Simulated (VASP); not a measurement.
# HfPdSe4 (P-3m1) in VASP: a series of runs

The runs below take HfPdSe4 through single point, with PBE.

All numbers are computed with VASP 6.6.1; they aren't measurements. Logs are shortened: lines on timing, memory, paths and dates and some standing lists are left out, and cuts for length are marked.

## (1) The cell of the first run

It takes space group P-3m1 (No. 164, trigonal). The conventional cell has a = 3.755 Å, b = 3.755 Å, c = 13.430 Å, α = 90.00°, β = 90.00°, γ = 120.00°. Within 3.5 Å of Hf (site symmetry -3m) lie 6 Se at 2.68 Å. Within 3.3 Å of Pd (site symmetry -3m) lie 6 Se at 2.53 Å. Within 3.5 Å of Se (site symmetry 3m) lie 3 Hf at 2.68 Å. Se (site symmetry 3m) has 3 Pd at 2.53 Å and 3 Se at 3.38 Å within 3.4 Å.

The cell was built from a structure type or drawn by symmetry, and may not be a known phase.

## (2) Single point, PBE

File INCAR:

```
  PREC = Accurate
  ENCUT = 520
  EDIFF = 1E-6
  ISMEAR = 0
  SIGMA = 0.1
  LREAL = F
  LASPH = T
  NELM = 100
  ALGO = Normal
  ISIF = 2
  LWAVE = F
  LCHARG = F
  GGA = PE
  NBANDS = 31
```

File KPOINTS:

```
regular mesh
0
Gamma
  6 6 2
```

File POSCAR:

```
HfPdSe4
1.0
    3.7552774000      0.0000000000      0.0000000000
   -1.8776387000      3.2521656000      0.0000000000
    0.0000000000      0.0000000000     13.4302469000
Hf Pd Se
1 1 4
Direct
    0.0000000000      0.0000000000      0.0000000000
    0.0000000000      0.0000000000      0.5000000000
    0.6666667000      0.3333333000      0.8821190000
    0.6666667000      0.3333333000      0.4032910000
    0.3333333000      0.6666667000      0.5967090000
    0.3333333000      0.6666667000      0.1178810000
```

Potentials or basis: VASP PAW PBE potentials, release 64 (Hf_pv, Pd, Se).

The run is started by

```
$ cat potpaw_PBE.64/Hf_pv/POTCAR potpaw_PBE.64/Pd/POTCAR potpaw_PBE.64/Se/POTCAR > POTCAR
$ mpirun -np 1 vasp_std > vasp.out
```

OUTCAR:

```text
PREC = Accurate
   ENCUT = 520
   EDIFF = 1E-6
   ISMEAR = 0
   LREAL = F
   LASPH = T
   NELM = 100
   ISIF = 2
   GGA = PE

 ion  position               nearest neighbor table
   1  0.000  0.000  0.000-   3 2.68   6 2.68   6 2.68   3 2.68   3 2.68   6 2.68
   2  0.000  0.000  0.500-   4 2.53   5 2.53   5 2.53   4 2.53   4 2.53   5 2.53
   3  0.667  0.333  0.882-   1 2.68   1 2.68   1 2.68
   4  0.667  0.333  0.403-   2 2.53   2 2.53   2 2.53
   5  0.333  0.667  0.597-   2 2.53   2 2.53   2 2.53
   6  0.333  0.667  0.118-   1 2.68   1 2.68   1 2.68

  LATTYP: Found a hexagonal cell.
 ALAT       =     3.7552774000
 C/A-ratio  =     3.5763661294

  Lattice vectors:

 A1 = (   3.7552774000,   0.0000000000,   0.0000000000)
 A2 = (  -1.8776387000,   3.2521656000,   0.0000000000)
 A3 = (   0.0000000000,   0.0000000000,  13.4302469000)

Analysis of symmetry for initial positions (statically):
=====================================================================
 Subroutine PRICEL returns:
 Original cell was already a primitive cell.

 Routine SETGRP: Setting up the symmetry group for a
 hexagonal supercell.

 Subroutine GETGRP returns: Found 12 space group operations
 (whereof 12 operations were pure point group operations)
 out of a pool of 24 trial point group operations.

The static configuration has the point symmetry D_3d.

Analysis of symmetry for dynamics (positions and initial velocities):
=====================================================================
 Subroutine PRICEL returns:
 Original cell was already a primitive cell.

 Routine SETGRP: Setting up the symmetry group for a
 hexagonal supercell.

 Subroutine GETGRP returns: Found 12 space group operations
 (whereof 12 operations were pure point group operations)
 out of a pool of 24 trial point group operations.

The dynamic configuration has the point symmetry D_3d.

 Subroutine INISYM returns: Found 12 space group operations
 (whereof 12 operations are pure point group operations),
 and found     1 'primitive' translations

----------------------------------------------------------------------------------------

                                     Primitive cell
[... 86 lines left out ...]
   ENCUT  =  520.0 eV  38.22 Ry    6.18 a.u.   6.98  6.98 24.97*2*pi/ulx,y,z
   NELM   =    100;   NELMIN=  2; NELMDL= -5     # of ELM steps
   EDIFF  = 0.1E-05   stopping-criterion for ELM
   LREAL  =      F    real-space projection
   EDIFFG = 0.1E-04   stopping-criterion for IOM
   NSW    =      0    number of steps for IOM
   IBRION =     -1    ionic relax: 0-MD 1-quasi-New 2-CG
   NFREE  =      0    steps in history (QN), initial steepest desc. (CG)
   ISIF   =      2    stress and relaxation
   ISYM   =      2    0-nonsym 1-usesym 2-fastsym
   POTIM  = 0.5000    time-step for ionic-motion
   TEBEG  =    0.0;   TEEND  =   0.0 temperature during run
   PSTRESS=    0.0 pullay stress
   NELECT =      44.0000    total number of electrons
   NUPDOWN=      -1.0000    fix difference up-down
   EMIN   =  10.00;   EMAX   =-10.00  energy-range for DOS
   EFERMI =   0.00;   METHOD = LEGACY
   ISMEAR =     0;   SIGMA  =   0.10  broadening in eV -4-tet -1-fermi 0-gaus
   EFERMI_NEDOS =   21; number of points for ismear=-14 and -15
   IALGO  =     38    algorithm
   IMIX   =      4    mixing-type and parameters
     AMIX     =   0.40;   BMIX     =  1.00
     AMIX_MAG =   1.60;   BMIX_MAG =  1.00
  volume/ion in A,a.u.               =      27.34       184.48
  Fermi-wavevector in a.u.,A,eV,Ry     =   1.055827  1.995224 15.167380  1.114771
  Thomas-Fermi vector in A             =   2.191040
   LORBIT       =      0    0 simple, 1 ext, 2 COOP (PROOUT), +10 PAW based schemes
   GGA     = PE    functional components
   LHFCALC =     F    Hartree Fock is set to
   AEXX    =    0.0000 exact exchange contribution
   IVDW    =     0    specifies the selected vdW correction
   LEPSILON=     F    determine dielectric tensor
   LRPA    =     F    only Hartree local field effects (RPA)
 non-spin polarized calculation
 Gauss-broadening in eV      SIGMA  =   0.10
  energy-cutoff  :      520.00
  volume of cell :      164.02
 maximum number of plane-waves:      4440
 NGX is ok and might be reduce to    28
   NGX = 13   NGY = 13   NGZ = 49

 number of electron      44.0000003 magnetization

 Free energy of the ion-electron system (eV)
  ---------------------------------------------------
  ext. energy  EPLUGINS =         0.00000000
  ---------------------------------------------------
  free energy    TOTEN  =       -33.94707144 eV

  energy without entropy =      -33.94706852  energy(sigma->0) =      -33.94706998

 E-fermi :   2.7239     XC(G=0):  -8.8863

 val. band max:        2.4461248502   @ k =   0.0000   0.0000   0.0000
 cond. band min:       3.0021688437   @ k =   0.5000   0.0000   0.0000
 fundamental gap:      0.5560439935
 Fermi energy:         2.7238792239

 k-point     1 :       0.0000    0.0000    0.0000
  band No.  band energies     occupation
      1     -28.8683      2.00000
      2     -28.7997      2.00000
      3     -28.7997      2.00000
      4     -11.2768      2.00000
      5     -10.8323      2.00000
      6      -9.8279      2.00000
[... 465 lines left out ...]
     30       8.9387      0.00000
     31       9.0745      0.00000

------------------------ aborting loop because EDIFF is reached ----------------------------------------

  FORCE on cell =-STRESS in cart. coord.  units (eV):
  Direction    XX          YY          ZZ          XY          YZ          ZX
  --------------------------------------------------------------------------------------
  -------------------------------------------------------------------------------------
  Total        0.0067670      0.0067670     -0.2133476      0.0000000     -0.0000000     -0.0000000
  in kB        0.0661013      0.0661013     -2.0840094      0.0000000     -0.0000000     -0.0000000
  external PRESSURE =      -0.6506023 kB  Pullay stress =       0.0000000 kB

 VOLUME and BASIS-vectors are now :
 -----------------------------------------------------------------------------
  energy-cutoff  :      520.00
  volume of cell :      164.02
      direct lattice vectors                 reciprocal lattice vectors
     3.755277400  0.000000000  0.000000000     0.266291912  0.153743708  0.000000000
    -1.877638700  3.252165600  0.000000000     0.000000000  0.307487417  0.000000000
     0.000000000  0.000000000 13.430246900     0.000000000  0.000000000  0.074458795

 POSITION                                       TOTAL-FORCE (eV/Angst)
 -----------------------------------------------------------------------------------
      0.00000      0.00000      0.00000        -0.000000      0.000000      0.000000
      0.00000      0.00000      6.71512        -0.000000      0.000000      0.000000
      1.87764      1.08406     11.84708        -0.000000      0.000000      0.049786
      1.87764      1.08406      5.41630         0.000000     -0.000000      0.018043
     -0.00000      2.16811      8.01395         0.000000      0.000000     -0.018043
     -0.00000      2.16811      1.58317        -0.000000     -0.000000     -0.049786
 -----------------------------------------------------------------------------------
    total drift:                               -0.000000     -0.000000      0.000000

  FREE ENERGIE OF THE ION-ELECTRON SYSTEM (eV)
  ---------------------------------------------------
  free  energy   TOTEN  =       -33.9470714356 eV

  energy  without entropy=      -33.9470685247  energy(sigma->0) =      -33.94706998
```

Run time: 2.3 min. Hardware: 1 thread of Intel Xeon Platinum 8259CL at 2.50GHz (Skylake/Cascade Lake), shared host; peak memory 0.29 GiB.

Results:

* Free energy: -33.9471 eV
* Pressure: -0.1 GPa
* Largest force: 0.050 eV/Å
* Band gap on the k mesh: 0.56 eV (least direct gap 1.02 eV)

Forces in eV/Å, atoms in the order of the input:
```
Hf   0.000  0.000  0.000
Pd   0.000  0.000  0.000
Se   0.000  0.000  0.050
Se   0.000  0.000  0.018
Se   0.000  0.000 -0.018
Se   0.000  0.000 -0.050
```

Levels at points of the mesh, in eV from the valence-band top:
| k point | band 19 | band 20 | band 21 | band 22 | band 23 | band 24 | band 25 | band 26 |
| --- | --- | --- | --- | --- | --- | --- | --- | --- |
| (0.00, 0.00, 0.00) | -0.05 | -0.05 | 0.00 | 0.00 | 1.47 | 1.47 | 1.86 | 2.11 |
| (0.50, 0.00, 0.00) | -1.82 | -1.82 | -1.26 | -1.17 | 0.56 | 1.50 | 1.92 | 3.24 |
| (0.00, 0.00, 0.50) | -0.05 | -0.05 | -0.01 | -0.01 | 1.47 | 1.47 | 1.90 | 2.11 |
| (0.50, 0.00, 0.50) | -1.82 | -1.65 | -1.40 | -1.17 | 0.57 | 1.51 | 1.92 | 3.24 |

Caveat: spin-orbit coupling is left out, which moves the levels of the heavy elements; this functional lacks dispersion, which binds the layers, so the pressure and a relaxed spacing across them are unreliable. A k mesh can miss the band edges.

## (3) Single point, PBE

File INCAR:

```
ALGO = Normal ; EDIFF = 1E-6
ENCUT = 520 ; GGA = PE
ISIF = 2 ; ISMEAR = 0
LASPH = T ; LCHARG = F
LREAL = F ; LWAVE = F
NBANDS = 31 ; NELM = 80
PREC = Accurate ; SIGMA = 0.02
```

File KPOINTS:

```
k-points
0
Gamma
  12 12 4
```

File POSCAR:

```
HfPdSe4
1.0
    3.7552773846      0.0000000000      0.0000000000
   -1.8776386923      3.2521656133      0.0000000000
    0.0000000000      0.0000000000     13.4302469000
Hf Pd Se
1 1 4
Direct
    0.0000000000      0.0000000000      0.0000000000
    0.0000000000      0.0000000000      0.5000000000
    0.6666666667      0.3333333333      0.8821190000
    0.6666666667      0.3333333333      0.4032910000
    0.3333333333      0.6666666667      0.5967090000
    0.3333333333      0.6666666667      0.1178810000
```

Potentials or basis: VASP PAW PBE potentials, release 64 (Hf_pv, Pd, Se).

The run is started by

```
$ cat potpaw_PBE.64/Hf_pv/POTCAR potpaw_PBE.64/Pd/POTCAR potpaw_PBE.64/Se/POTCAR > POTCAR
$ mpirun -np 1 vasp_std > vasp.out
```

OUTCAR:

```text
EDIFF = 1E-6
   ENCUT = 520
   GGA = PE
   ISIF = 2
   ISMEAR = 0
   LASPH = T
   LREAL = F
   NELM = 80
   PREC = Accurate

 ion  position               nearest neighbor table
   1  0.000  0.000  0.000-   3 2.68   6 2.68   6 2.68   3 2.68   3 2.68   6 2.68
   2  0.000  0.000  0.500-   4 2.53   5 2.53   5 2.53   4 2.53   4 2.53   5 2.53
   3  0.667  0.333  0.882-   1 2.68   1 2.68   1 2.68
   4  0.667  0.333  0.403-   2 2.53   2 2.53   2 2.53
   5  0.333  0.667  0.597-   2 2.53   2 2.53   2 2.53
[... 1024 lines left out ...]
  -------------------------------------------------------------------------------------
  Total       -0.1360027     -0.1360027     -0.1231351      0.0000000      0.0000000      0.0000000
  in kB       -1.3284937     -1.3284937     -1.2028005      0.0000000      0.0000000      0.0000000
  external PRESSURE =      -1.2865959 kB  Pullay stress =       0.0000000 kB

 VOLUME and BASIS-vectors are now :
 -----------------------------------------------------------------------------
  energy-cutoff  :      520.00
  volume of cell :      164.02
      direct lattice vectors                 reciprocal lattice vectors
     3.755277385  0.000000000  0.000000000     0.266291913  0.153743708  0.000000000
    -1.877638692  3.252165613  0.000000000     0.000000000  0.307487416  0.000000000
     0.000000000  0.000000000 13.430246900     0.000000000  0.000000000  0.074458795

 POSITION                                       TOTAL-FORCE (eV/Angst)
 -----------------------------------------------------------------------------------
      0.00000      0.00000      0.00000        -0.000000      0.000000      0.000000
      0.00000      0.00000      6.71512        -0.000000      0.000000      0.000000
      1.87764      1.08406     11.84708        -0.000000      0.000000      0.035549
      1.87764      1.08406      5.41630        -0.000000      0.000000      0.001083
     -0.00000      2.16811      8.01395         0.000000      0.000000     -0.001083
     -0.00000      2.16811      1.58317         0.000000     -0.000000     -0.035549
 -----------------------------------------------------------------------------------
    total drift:                               -0.000000     -0.000000      0.000000

  FREE ENERGIE OF THE ION-ELECTRON SYSTEM (eV)
  ---------------------------------------------------
  free  energy   TOTEN  =       -33.9719922172 eV

  energy  without entropy=      -33.9719922172  energy(sigma->0) =      -33.97199222
```

OSZICAR:

```text
N       E                     dE             d eps       ncg     rms          rms(c)
DAV:   1     0.243780148879E+03    0.24378E+03   -0.19799E+04  4382   0.123E+03
DAV:   2    -0.183241121049E+02   -0.26210E+03   -0.25163E+03  5309   0.260E+02
DAV:   3    -0.357822634273E+02   -0.17458E+02   -0.17187E+02  5250   0.605E+01
DAV:   4    -0.361094014936E+02   -0.32714E+00   -0.32649E+00  5431   0.919E+00
DAV:   5    -0.361155530939E+02   -0.61516E-02   -0.61502E-02  5405   0.119E+00    0.458E+01
DAV:   6    -0.345029029576E+02    0.16127E+01   -0.92135E+00  4740   0.213E+01    0.335E+01
DAV:   7    -0.362924305829E+02   -0.17895E+01   -0.13759E+01  4769   0.282E+01    0.140E+01
DAV:   8    -0.340560537355E+02    0.22364E+01   -0.12836E+01  5160   0.208E+01    0.405E+00
DAV:   9    -0.339786166817E+02    0.77437E-01   -0.66621E-01  4929   0.529E+00    0.148E+00
DAV:  10    -0.339748753208E+02    0.37414E-02   -0.64439E-02  5282   0.137E+00    0.874E-01
DAV:  11    -0.339725473436E+02    0.23280E-02   -0.17094E-02  5303   0.834E-01    0.182E-01
DAV:  12    -0.339722315014E+02    0.31584E-03   -0.24318E-03  5223   0.334E-01    0.846E-02
DAV:  13    -0.339720400839E+02    0.19142E-03   -0.29473E-04  5805   0.113E-01    0.570E-02
DAV:  14    -0.339720289849E+02    0.11099E-04   -0.11610E-04  5000   0.571E-02    0.428E-02
DAV:  15    -0.339719925859E+02    0.36399E-04   -0.95470E-05  5606   0.772E-02    0.493E-02
DAV:  16    -0.339719923249E+02    0.26101E-06   -0.23349E-05  5190   0.210E-02    0.123E-02
DAV:  17    -0.339719922172E+02    0.10762E-06   -0.21629E-06  4646   0.734E-03
   1 F= -.33971992E+02 E0= -.33971992E+02  d E =-.161245E-33
```

Run time: 8.1 min. Hardware: 1 thread of Intel Xeon Platinum 8259CL at 2.50GHz (Skylake/Cascade Lake), shared host; peak memory 0.5 GiB.

Results:

```
Free energy            : -33.9720 eV
Pressure               : -0.1 GPa
Largest force          : 0.036 eV/Å
Band gap on the k mesh : 0.57 eV (least direct gap 0.96 eV)
```

Forces in eV/Å, atoms in the order of the input:
```
Hf   0.000  0.000  0.000
Pd   0.000  0.000  0.000
Se   0.000  0.000  0.036
Se   0.000  0.000  0.001
Se   0.000  0.000 -0.001
Se   0.000  0.000 -0.036
```

Levels at points of the mesh, in eV from the valence-band top:
| k point | band 18 | band 19 | band 20 | band 21 | band 22 | band 23 | band 24 | band 25 | band 26 | band 27 |
| --- | --- | --- | --- | --- | --- | --- | --- | --- | --- | --- |
| (0.00, 0.00, 0.00) | -0.24 | -0.04 | -0.04 | 0.00 | 0.00 | 1.48 | 1.48 | 1.87 | 2.12 | 2.12 |
| (0.50, 0.00, 0.00) | -2.08 | -1.82 | -1.81 | -1.25 | -1.17 | 0.57 | 1.51 | 1.94 | 3.25 | 3.39 |
| (0.00, 0.00, 0.50) | -0.61 | -0.03 | -0.03 | -0.01 | -0.01 | 1.48 | 1.48 | 1.91 | 2.13 | 2.13 |
| (0.50, 0.00, 0.50) | -2.10 | -1.81 | -1.65 | -1.39 | -1.17 | 0.58 | 1.52 | 1.94 | 3.25 | 3.39 |

Caveat: spin-orbit coupling is left out, which moves the levels of the heavy elements; this functional lacks dispersion, which binds the layers, so the pressure and a relaxed spacing across them are unreliable. A k mesh can miss the band edges.
